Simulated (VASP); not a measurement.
Wanted: the native input for a VASP 6.6.1 run.

```
Task                   : single point
Functional             : PBE
Potentials or basis    : VASP PAW PBE potentials, release 64 (Si)
Cutoff                 : 520 eV
k mesh                 : 12 × 12 × 14
Occupations            : gaussian, width 0.1 eV
Spin                   : no spin polarisation
Dipole correction      : no
Further INCAR settings : ALGO = Normal; EDIFF = 1e-06; NBANDS = 13
```

The structure of Si lies in POSCAR:

```
Si
1.0
    3.7468114548      0.0000000000      0.0000000000
    0.0000000000      3.7468114548      0.0000000000
    0.0000000000      0.0000000000      3.5132228115
Si
3
Direct
    0.0000000000      0.5000000000      0.0000000000
    0.5000000000      0.0000000000      0.0000000000
    0.0000000000      0.0000000000      0.5000000000
```

The cell was generated, and may not be a known phase.

The input as run:

INCAR

```
  PREC = Accurate
  ENCUT = 520
  EDIFF = 1E-6
  ISMEAR = 0
  SIGMA = 0.1
  LREAL = F
  LASPH = T
  NELM = 60
  ALGO = Normal
  ISIF = 2
  LWAVE = F
  LCHARG = T
  GGA = PE
  LELF = T
  LVHAR = T
  NBANDS = 13
```

KPOINTS

```
regular mesh
0
Gamma
  12 12 14
```

Potentials or basis: VASP PAW PBE potentials, release 64 (Si).

The run is started by

```sh
$ cat potpaw_PBE.64/Si/POTCAR > POTCAR
$ mpirun -np 1 vasp_std > vasp.out
```

It gave:

| Item | Value |
| --- | --- |
| Pressure | -0.1 GPa |
| Band gap on the k mesh | zero (bands 6 and 7 overlap by 5.91 eV) |

Wall time 92 s on 1 thread of Intel Xeon 8259CL (shared host), peak memory 0.23 GiB.
